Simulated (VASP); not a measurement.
A run of VASP 6.6.1:

The input POSCAR:

```
Sb
1.0
    3.2776889962     -2.1663016867      0.0000000000
    3.2776889962      2.1663016867      0.0000000000
    0.0000000000      0.0000000000      8.8368844612
Sb
4
Direct
    0.8500000000      0.1500000000      0.1170000000
    0.6500000000      0.3500000000      0.6170000000
    0.1500000000      0.8500000000      0.8830000000
    0.3500000000      0.6500000000      0.3830000000
```

File INCAR.step1:

```
PREC = Accurate ; ENCUT = 600
ISMEAR = 0 ; SIGMA = 0.1
LREAL = F ; LASPH = T
NELM = 100 ; GGA = PE
ALGO = Normal ; EDIFF = 1E-4
LWAVE = T ; LCHARG = F
```

The input INCAR.step2:

```
PREC = Accurate ; ENCUT = 600
EDIFF = 1E-6 ; ISMEAR = 0
SIGMA = 0.1 ; LREAL = F
LASPH = T ; NELM = 100
ALGO = Normal ; ISIF = 3
LWAVE = F ; LCHARG = F
METAGGA = R2SCAN ; LMIXTAU = T
IBRION = 2 ; NSW = 90
EDIFFG = -0.04 ; ISTART = 1
```

Contents of KPOINTS:

```
Automatic mesh
0
Gamma
  6 6 2
```

Potentials or basis: VASP PAW PBE potentials, release 64 (Sb).

Launch:

```sh
$ cat potpaw_PBE.64/Sb/POTCAR > POTCAR
$ cp INCAR.step1 INCAR
$ mpirun -np 1 vasp_std > vasp.out
$ cp INCAR.step2 INCAR
$ mpirun -np 1 vasp_std > vasp.out
```

Hardware: 1 thread of Intel(R) Xeon(R) Platinum 8259CL CPU @ 2.50GHz (Skylake/Cascade Lake), on a shared host.

Q: Estimate the wall time of this run.

A: Wall time 32 min on 1 thread of Intel(R) Xeon(R) Platinum 8259CL CPU @ 2.50GHz (Skylake/Cascade Lake), with other jobs on the host, peak memory 0.32 GiB. Counts: k points 26, ion steps 19.
